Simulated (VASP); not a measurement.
A run of VASP 6.6.1 is set up as follows.

INCAR

```
SYSTEM = CoO
  PREC = Accurate
  ENCUT = 600
  EDIFF = 1E-6
  ISMEAR = 0
  SIGMA = 0.02
  LREAL = .FALSE.
  LASPH = .TRUE.
  NELM = 150
  ALGO = Normal
  ISIF = 3
  LWAVE = .FALSE.
  LCHARG = .FALSE.
  ISPIN = 2
  MAGMOM = 2.88 0.24
  LORBIT = 11
  LMAXMIX = 4
  LDAU = .TRUE.
  LDAUTYPE = 2
  LDAUL = 2 -1
  LDAUU = 3.32 0
  LDAUJ = 0 0
  LDAUPRINT = 1
  GGA = PE
  IBRION = 2
  NSW = 100
  EDIFFG = -0.005
```

Contents of KPOINTS:

```
regular mesh
0
G
  12 12 12
  0 0 0
```

File POSCAR:

```
CoO
1.0
    1.5367472031      0.8872414114      2.4735053790
   -1.5367472031      0.8872414114      2.4735053790
    0.0000000000     -1.7744828228      2.4735053790
Co O
1 1
Direct
    0.0000000000      0.0000000000      0.0000000000
    0.5000000000      0.5000000000      0.5000000000
```

Potentials or basis: VASP PAW PBE potentials, release 64 (Co, O).

Command:

```console
$ cat potpaw_PBE.64/Co/POTCAR potpaw_PBE.64/O/POTCAR > POTCAR
$ mpirun -np 1 vasp_std > vasp.out
```

(1) Estimate the relaxed volume.

(2) Estimate the band gap on the k mesh.

(3) Predict the site moments.

## Answers

(1) 9.65 Å³/atom.

(2) zero (filled and empty bands overlap).

(3) Co +2.73; O +0.25 μB.

Caveat: a cell with one magnetic atom can't hold antiferromagnetic order, which such compounds often take.
